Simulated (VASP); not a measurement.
Wanted: the native input for a VASP 6.6.1 run.

```
Task                   : single point
Functional             : RPBE
Potentials or basis    : VASP PAW PBE potentials, release 64 (Hg)
Cutoff                 : 520 eV
k mesh                 : 4 × 4 × 4
Occupations            : fermi-dirac, width 0.1 eV
Spin                   : no spin polarisation
Dipole correction      : no
Further INCAR settings : ALGO = Normal; EDIFF = 1e-07; NBANDS = 58
```

The structure of Hg lies in POSCAR:

```
Hg
1.0
    9.2003807667      0.0000000000      0.0000000000
    0.0000000000      9.2003807667      0.0000000000
    0.0000000000      0.0000000000      9.2003807667
Hg
8
Direct
    1.0000000000      1.0000000000      1.0000000000
    0.5000000000      0.5000000000      0.5000000000
    0.2500000000      1.0000000000      0.5000000000
    0.7500000000      1.0000000000      0.5000000000
    0.5000000000      0.2500000000      0.0000000000
    0.5000000000      0.7500000000      1.0000000000
    1.0000000000      0.5000000000      0.2500000000
    1.0000000000      0.5000000000      0.7500000000
```

One way to write it, as run:

INCAR

```
SYSTEM = Hg
PREC = Accurate
ENCUT = 520
EDIFF = 1E-7
ISMEAR = -1
SIGMA = 0.1
LREAL = .False.
LASPH = .True.
NELM = 100
ALGO = Normal
ISIF = 2
LWAVE = .False.
LCHARG = .False.
GGA = RP
NBANDS = 58
```

KPOINTS

```
Automatic mesh
0
Gamma
  4 4 4
  0 0 0
```

Potentials or basis: VASP PAW PBE potentials, release 64 (Hg).

Run with:

```console
$ cat potpaw_PBE.64/Hg/POTCAR > POTCAR
$ mpirun -np 1 vasp_std > vasp.out
```

It gave:

```json
{"Pressure": "0.0 GPa", "Band gap on the k mesh": "4.27 eV (least direct gap 4.28 eV)"}
```

Caveat: the PAW data sets were made with another functional, which shifts forces and pressure a little; spin-orbit coupling is left out, which moves the levels of the heavy elements.

It took 5.3 min on 1 thread of Intel(R) Xeon(R) Platinum 8488C (Sapphire Rapids), with other jobs on the host, peak memory 0.85 GiB.
